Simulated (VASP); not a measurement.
Runs of VASP 6.6.1 on Pb2O. The structure is that of space group Pn-3m (No. 224), or close to it. The cells are those of the table. 

```tsv
level	potentials or basis	cell	gap on the mesh (eV)	pressure (GPa)
PBEsol	VASP PAW PBE potentials, release 64 (Pb_d, O)	a = 5.380 Å, 6 atoms	none	0.0
LDA	VASP PAW LDA potentials, release 64 (Pb_d, O)	a = 5.323 Å, 6 atoms	none	(a)
PBE	VASP PAW PBE potentials, release 64 (Pb_d, O)	a = 5.476 Å, 6 atoms	none	0.0
r2SCAN	VASP PAW PBE potentials, release 64 (Pb_d, O)	a = 5.302 Å, 6 atoms	none	4.0
r2SCAN	VASP PAW PBE potentials, release 64 (Pb_d, O)	a = 5.340 Å, 6 atoms	none	2.6
```

Alike in all rows: task single point; no spin polarisation; k mesh 6 × 6 × 6; cutoff (eV) 520; smearing fermi-dirac 0.1 eV.

Fill in the values left out.

(a) 0.1.

Caveats: spin-orbit coupling is left out, which moves the levels of the heavy elements; the PAW data sets were made with another functional, which shifts forces and pressure a little (at least some runs); the cell stands under pressure (at least some runs).

A k mesh can miss the band edges, and the runs leave out spin-orbit coupling on Pb.

A gap of «none» marks levels without a gap at the run's occupations.
